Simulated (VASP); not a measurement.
# C (P6_3/mmc) in VASP: further runs

Runs on C. Level: r2SCAN. Tasks: single point.

Everything below comes from runs of VASP 6.6.1. Logs are shortened: lines on timing, memory, paths and dates and some standing lists are left out, and cuts for length are marked.

## Step 1: The cell of the first run

The structure is hexagonal, space group P6_3/mmc (No. 194). Conventional cell: a = 2.504 Å, b = 2.504 Å, c = 4.127 Å, α = 90.00°, β = 90.00°, γ = 120.00°. Within 2.0 Å of C (site symmetry 3m) lie 4 C at 1.54 to 1.55 Å.

## Step 2: Single point, r2SCAN (strained cell)

POSCAR reads:

```
C
1.0
    2.5038701137      0.0000000000      0.0000000000
   -1.2519350569      2.1684151262      0.0000000000
    0.0000000000      0.0000000000      4.1271665148
C
4
Direct
    0.3333333333      0.6666666667     -0.0002547465
    0.6666666667      0.3333333333      0.4997452535
    0.3333333333      0.6666666667      0.3742547465
    0.6666666667      0.3333333333      0.8742547465
```

INCAR.step1 reads:

```
SYSTEM = C
  PREC = Accurate
  ENCUT = 520
  ISMEAR = 0
  SIGMA = 0.02
  LREAL = .FALSE.
  LASPH = .TRUE.
  NELM = 60
  NBANDS = 16
  GGA = PE
  ALGO = Normal
  EDIFF = 1E-4
  LWAVE = .TRUE.
  LCHARG = .FALSE.
```

INCAR.step2 reads:

```
SYSTEM = C
  PREC = Accurate
  ENCUT = 520
  EDIFF = 1E-6
  ISMEAR = 0
  SIGMA = 0.02
  LREAL = .FALSE.
  LASPH = .TRUE.
  NELM = 60
  ALGO = Normal
  ISIF = 2
  LWAVE = .FALSE.
  LCHARG = .TRUE.
  METAGGA = R2SCAN
  LMIXTAU = .TRUE.
  LELF = .TRUE.
  LVHAR = .TRUE.
  NBANDS = 16
  ISTART = 1
```

KPOINTS reads:

```
Automatic mesh
0
G
  9 9 6
  0 0 0
```

Potentials or basis: VASP PAW PBE potentials, release 64 (C).

Launch:

```console
cat potpaw_PBE.64/C/POTCAR > POTCAR
cp INCAR.step1 INCAR
mpirun -np 1 vasp_std > vasp.out
cp INCAR.step2 INCAR
mpirun -np 1 vasp_std > vasp.out
```

OUTCAR:

```text
SYSTEM = C
   PREC = Accurate
   ENCUT = 520
   EDIFF = 1E-6
   ISMEAR = 0
   LREAL = .FALSE.
   LASPH = .TRUE.
   NELM = 60
   ISIF = 2
   METAGGA = R2SCAN
   ISTART = 1

 ion  position               nearest neighbor table
   1  0.333  0.667  1.000-   4 1.54   4 1.54   4 1.54   3 1.55
   2  0.667  0.333  0.500-   3 1.54   3 1.54   3 1.54   4 1.55
   3  0.333  0.667  0.374-   2 1.54   2 1.54   2 1.54   1 1.55
   4  0.667  0.333  0.874-   1 1.54   1 1.54   1 1.54   2 1.55

  LATTYP: Found a hexagonal cell.
 ALAT       =     2.5038701137
 C/A-ratio  =     1.6483149394

  Lattice vectors:

 A1 = (   2.5038701137,   0.0000000000,   0.0000000000)
 A2 = (  -1.2519350569,   2.1684151262,   0.0000000000)
 A3 = (   0.0000000000,   0.0000000000,   4.1271665148)

Analysis of symmetry for initial positions (statically):
=====================================================================
 Subroutine PRICEL returns:
 Original cell was already a primitive cell.

 Routine SETGRP: Setting up the symmetry group for a
 hexagonal supercell.

 Subroutine GETGRP returns: Found 24 space group operations
 (whereof  6 operations were pure point group operations)
 out of a pool of 24 trial point group operations.

The static configuration has the point symmetry C_3v.
 The point group associated with its full space group is D_6h.

Analysis of symmetry for dynamics (positions and initial velocities):
=====================================================================
 Subroutine PRICEL returns:
 Original cell was already a primitive cell.

 Routine SETGRP: Setting up the symmetry group for a
 hexagonal supercell.

 Subroutine GETGRP returns: Found 24 space group operations
 (whereof  6 operations were pure point group operations)
 out of a pool of 24 trial point group operations.

The dynamic configuration has the point symmetry C_3v.
 The point group associated with its full space group is D_6h.

 Subroutine INISYM returns: Found 24 space group operations
 (whereof  6 operations are pure point group operations),
 and found     1 'primitive' translations

----------------------------------------------------------------------------------------

                                     Primitive cell

  volume of cell :      22.4082

  direct lattice vectors                    reciprocal lattice vectors
     2.503870114  0.000000000  0.000000000     0.399381739  0.230583154  0.000000000
    -1.251935057  2.168415126  0.000000000     0.000000000  0.461166309  0.000000000
     0.000000000  0.000000000  4.127166515     0.000000000  0.000000000  0.242296984

  length of vectors
     2.503870114  2.503870114  4.127166515     0.461166309  0.461166309  0.242296984

  position of ions in fractional coordinates (direct lattice)
     0.333333333  0.666666667  0.999745254
     0.666666667  0.333333333  0.499745254
     0.333333333  0.666666667  0.374254747
     0.666666667  0.333333333  0.874254747

  ion indices of the primitive-cell ions
   primitive index   ion index
                 1           1
                 2           2
                 3           3
                 4           4

----------------------------------------------------------------------------------------

 KPOINTS: Automatic mesh

Automatic generation of k-mesh.
 Grid dimensions read from file:
 generate k-points for:    9    9    6

 Generating k-lattice:

  Cartesian coordinates                     Fractional coordinates (reciprocal lattice)
     0.044375749  0.025620350  0.000000000     0.111111111  0.000000000  0.000000000
     0.000000000  0.051240701  0.000000000     0.000000000  0.111111111  0.000000000
     0.000000000  0.000000000  0.040382831     0.000000000  0.000000000  0.166666667

  Length of vectors
     0.051240701  0.051240701  0.040382831

  Shift w.r.t. Gamma in fractional coordinates (k-lattice)
     0.000000000  0.000000000  0.000000000

 Subroutine IBZKPT returns following result:
 ===========================================

 Found     48 irreducible k-points:

 Following reciprocal coordinates:
            Coordinates               Weight
  0.000000  0.000000  0.000000      1.000000
  0.111111  0.000000  0.000000      6.000000
  0.222222  0.000000  0.000000      6.000000
  0.333333 -0.000000  0.000000      6.000000
  0.444444  0.000000  0.000000      6.000000
  0.111111  0.111111  0.000000      6.000000
[... 16 lines left out ...]
  0.333333  0.222222  0.166667     24.000000
  0.333333  0.333333  0.166667      4.000000
 [... further k-points ...]
   k-points           NKPTS =     48   k-points in BZ     NKDIM =     48   number of bands    NBANDS=     16
   number of dos      NEDOS =    301   number of ions     NIONS =      4
   total plane-waves  NPLWV =  12800
   dimension x,y,z NGX =    20 NGY =   20 NGZ =   32
   dimension x,y,z NGXF=    40 NGYF=   40 NGZF=   64
   ions per type =               4
   NGX,Y,Z   is equivalent  to a cutoff of  13.28, 13.28, 12.89 a.u.
   NGXF,Y,Z  is equivalent  to a cutoff of  26.56, 26.56, 25.78 a.u.
 SYSTEM =  C
   PREC   = accura    normal or accurate (medium, high low for compatibility)
   ISTART =      1    job   : 0-new  1-cont  2-samecut
   ICHARG =      0    charge: 1-file 2-atom 10-const
   ISPIN  =      1    spin polarized calculation?
   LNONCOLLINEAR =      F non collinear calculations
   LSORBIT =      F    spin-orbit coupling
   LASPH  =      T    aspherical Exc in radial PAW
   ENCUT  =  520.0 eV  38.22 Ry    6.18 a.u.   4.66  4.66  7.67*2*pi/ulx,y,z
   NELM   =     60;   NELMIN=  2; NELMDL=  0     # of ELM steps
   EDIFF  = 0.1E-05   stopping-criterion for ELM
   LREAL  =      F    real-space projection
   EDIFFG = 0.1E-04   stopping-criterion for IOM
   NSW    =      0    number of steps for IOM
   IBRION =     -1    ionic relax: 0-MD 1-quasi-New 2-CG
   NFREE  =      0    steps in history (QN), initial steepest desc. (CG)
   ISIF   =      2    stress and relaxation
   ISYM   =      2    0-nonsym 1-usesym 2-fastsym
   POTIM  = 0.5000    time-step for ionic-motion
   TEBEG  =    0.0;   TEEND  =   0.0 temperature during run
   PSTRESS=    0.0 pullay stress
   NELECT =      16.0000    total number of electrons
   NUPDOWN=      -1.0000    fix difference up-down
   EMIN   =  10.00;   EMAX   =-10.00  energy-range for DOS
   EFERMI =   0.00;   METHOD = LEGACY
   ISMEAR =     0;   SIGMA  =   0.02  broadening in eV -4-tet -1-fermi 0-gaus
   EFERMI_NEDOS =   21; number of points for ismear=-14 and -15
   IALGO  =     38    algorithm
   IMIX   =      4    mixing-type and parameters
     AMIX     =   0.40;   BMIX     =  1.00
     AMIX_MAG =   1.60;   BMIX_MAG =  1.00
  volume/ion in A,a.u.               =       5.60        37.80
  Fermi-wavevector in a.u.,A,eV,Ry     =   1.463231  2.765105 29.130666  2.141044
  Thomas-Fermi vector in A             =   2.579350
   LORBIT       =      0    0 simple, 1 ext, 2 COOP (PROOUT), +10 PAW based schemes
   METAGGA = R2SCAN    functional components
   LHFCALC =     F    Hartree Fock is set to
   AEXX    =    0.0000 exact exchange contribution
   IVDW    =     0    specifies the selected vdW correction
   LEPSILON=     F    determine dielectric tensor
   LRPA    =     F    only Hartree local field effects (RPA)
 non-spin polarized calculation
 Gauss-broadening in eV      SIGMA  =   0.02
  energy-cutoff  :      520.00
  volume of cell :       22.41
 maximum number of plane-waves:       616
 NGX is ok and might be reduce to    20
   NGX =  9   NGY =  9   NGZ = 15

 number of electron      16.0000000 magnetization

 Free energy of the ion-electron system (eV)
  ---------------------------------------------------
  ext. energy  EPLUGINS =         0.00000000
  ---------------------------------------------------
  free energy    TOTEN  =       -39.19251594 eV

  energy without entropy =      -39.19251594  energy(sigma->0) =      -39.19251594

 E-fermi :  10.3471     XC(G=0): -14.3183

 val. band max:       10.2164388491   @ k =   0.0000   0.0000   0.0000
 cond. band min:      13.7501655359   @ k =   0.3333   0.3333   0.0000
 fundamental gap:      3.5337266868
 Fermi energy:        10.3470785764

 k-point     1 :       0.0000    0.0000    0.0000
  band No.  band energies     occupation
      1     -12.9952      2.00000
      2      -7.0393      2.00000
      3      -4.3225      2.00000
      4       6.7871      2.00000
      5       6.7871      2.00000
      6       9.6936      2.00000
[... 8 lines left out ...]
     15      25.0734      0.00000
     16      29.4385      0.00000

 k-point     2 :       0.1111    0.0000    0.0000
  band No.  band energies     occupation
      1     -12.6743      2.00000
      2      -6.7472      2.00000
      3      -4.0319      2.00000
      4       5.2451      2.00000
      5       6.1566      2.00000
      6       8.8966      2.00000
[... 8 lines left out ...]
     15      25.4881      0.00000
     16      27.5681      0.00000

 k-point     3 :       0.2222    0.0000    0.0000
  band No.  band energies     occupation
      1     -11.7194      2.00000
      2      -5.8762      2.00000
      3      -3.2138      2.00000
      4       2.0842      2.00000
      5       4.9290      2.00000
      6       6.1283      2.00000
[... 8 lines left out ...]
     15      25.5225      0.00000
     16      26.6624      0.00000

 k-point     4 :       0.3333   -0.0000    0.0000
  band No.  band energies     occupation
      1     -10.1631      2.00000
      2      -4.4501      2.00000
      3      -2.5507      2.00000
      4      -0.6669      2.00000
      5       3.0901      2.00000
      6       3.8706      2.00000
[... 8 lines left out ...]
     15      26.1842      0.00000
     16      27.4440      0.00000

 k-point     5 :       0.4444    0.0000    0.0000
  band No.  band energies     occupation
      1      -8.1773      2.00000
      2      -4.7824      2.00000
      3      -2.5861      2.00000
      4       0.0119      2.00000
      5       0.3427      2.00000
      6       3.2918      2.00000
[... 8 lines left out ...]
     15      27.7985      0.00000
     16      29.7601      0.00000

 k-point     6 :       0.1111    0.1111    0.0000
  band No.  band energies     occupation
      1     -12.0363      2.00000
      2      -6.1657      2.00000
      3      -3.4740      2.00000
      4       3.2740      2.00000
      5       4.7901      2.00000
      6       7.1468      2.00000
[... 8 lines left out ...]
     15      26.3900      0.00000
     16      26.4671      0.00000
[... 267 lines left out ...]
 k-point    21 :       0.4444    0.1111    0.1667
  band No.  band energies     occupation
      1      -7.1498      2.00000
      2      -5.1927      2.00000
      3      -2.7824      2.00000
      4      -0.9772      2.00000
      5       1.4778      2.00000
      6       2.5043      2.00000
[... 8 lines left out ...]
     15      27.1941      0.00000
     16      29.4871      0.00000

 k-point    22 :       0.2222    0.2222    0.1667
  band No.  band energies     occupation
      1      -9.0575      2.00000
      2      -4.7423      2.00000
      3      -1.9646      2.00000
      4       0.9280      2.00000
      5       1.0377      2.00000
      6       2.1663      2.00000
[... 8 lines left out ...]
     15      24.7745      0.00000
     16      27.5800      0.00000

 k-point    23 :       0.3333    0.2222    0.1667
  band No.  band energies     occupation
      1      -7.1169      2.00000
      2      -4.2983      2.00000
      3      -2.6672      2.00000
      4      -0.2401      2.00000
      5       0.1105      2.00000
      6       2.2064      2.00000
[... 8 lines left out ...]
     15      26.3952      0.00000
     16      27.7888      0.00000

 k-point    24 :       0.3333    0.3333    0.1667
  band No.  band energies     occupation
      1      -5.3944      2.00000
      2      -5.3944      2.00000
      3      -1.3685      2.00000
      4      -1.0843      2.00000
      5      -1.0843      2.00000
      6       2.3522      2.00000
[... 8 lines left out ...]
     15      26.6585      0.00000
     16      26.6585      0.00000

 [... further k-points ...]

------------------------ aborting loop because EDIFF is reached ----------------------------------------

  FORCE on cell =-STRESS in cart. coord.  units (eV):
  Direction    XX          YY          ZZ          XY          YZ          ZX
  --------------------------------------------------------------------------------------
  -------------------------------------------------------------------------------------
  Total        0.1178028      0.1178028      2.1220466     -0.0000000      0.0000000      0.0000000
  in kB        8.4228651      8.4228651    151.7257475     -0.0000000      0.0000000      0.0000000
  external PRESSURE =      56.1904925 kB  Pullay stress =       0.0000000 kB

 VOLUME and BASIS-vectors are now :
 -----------------------------------------------------------------------------
  energy-cutoff  :      520.00
  volume of cell :       22.41
      direct lattice vectors                 reciprocal lattice vectors
     2.503870114  0.000000000  0.000000000     0.399381739  0.230583154  0.000000000
    -1.251935057  2.168415126  0.000000000     0.000000000  0.461166309  0.000000000
     0.000000000  0.000000000  4.127166515     0.000000000  0.000000000  0.242296984

 POSITION                                       TOTAL-FORCE (eV/Angst)
 -----------------------------------------------------------------------------------
     -0.00000      1.44561      4.12612        -0.000000      0.000000      0.004461
      1.25194      0.72281      2.06253         0.000000     -0.000000      0.004461
     -0.00000      1.44561      1.54461        -0.000000     -0.000000     -0.004461
      1.25194      0.72281      3.60819         0.000000     -0.000000     -0.004461
 -----------------------------------------------------------------------------------
    total drift:                               -0.000000      0.000000      0.000001

  FREE ENERGIE OF THE ION-ELECTRON SYSTEM (eV)
  ---------------------------------------------------
  free  energy   TOTEN  =       -39.1925159421 eV

  energy  without entropy=      -39.1925159421  energy(sigma->0) =      -39.19251594
```

It took 38 s on 1 thread of Intel Xeon 6975P-C (Granite Rapids), shared host; peak memory 0.13 GiB.

What came out:

```yaml
Free_energy: -39.1925 eV
Pressure: 5.6 GPa
Largest_force: 0.004 eV/Å
Band_gap_on_the_k_mesh: 3.53 eV, indirect (least direct gap 5.07 eV)
```

Forces in eV/Å, atoms in the order of the input:
```
C    0.000  0.000  0.004
C    0.000  0.000  0.004
C    0.000  0.000 -0.004
C    0.000  0.000 -0.004
```

Caveat: the cell differs from its parent crystal (strained cell); the PAW data sets were made with another functional, which shifts forces and pressure a little.

[end of part 1 of 2]
